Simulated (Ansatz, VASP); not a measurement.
## Two plane-wave programs on SiC

```
CELL_PARAMETERS angstrom
0.00000 -2.16441 -2.21484
0.00000 2.16441 -2.21484
4.32882 0.00000 0.00000
ATOMIC_POSITIONS crystal
Si 0.50554 0.50554 0.50000
Si 0.99446 0.99446 0.00000
C 0.00375 0.49625 0.25000
C 0.49625 0.00375 0.75000
```

Change from the starting cell: mode 4 frozen in at -0.024 Å, normal strain along y +0.0233.

Alike in both runs: task single point; functional LDA; k mesh 10 × 10 × 6; occupations gaussian, width 0.05 eV; no spin polarisation.

|  | VASP | Ansatz |
| --- | --- | --- |
| version | VASP 6.6.1 | Ansatz 0.2.0 |
| potentials or method | VASP PAW LDA potentials, release 64 (Si, C), cutoff 600 eV | scalar-relativistic, plane waves, PAW |
| valence electrons in the cell | 16 | 16 |

VASP gave:

```
gap on the k mesh at the Fermi level (eV)                     : 1.18
least direct gap on the mesh (eV)                             : 1.18
pressure (GPa)                                                : -4.9
traceless stress, the component that is largest in VASP (GPa) : -4.21
rms of the force components (eV/Å)                            : 0.141
```

**Question.** What did Ansatz give for the same quantities?

**Answer.** gap on the k mesh at the Fermi level (eV): 1.19; least direct gap on the mesh (eV): 1.20; pressure (GPa): -5.1; traceless stress, the component that is largest in VASP (GPa): -4.21; rms of the force components (eV/Å): 0.141.

Ansatz warns that its potentials were made for another functional, while VASP's fit it. LDA's correlation is that of Perdew and Zunger in VASP and of Perdew and Wang (1992) in Ansatz. Atom by atom the forces differ by 0.000 eV/Å (rms over components).
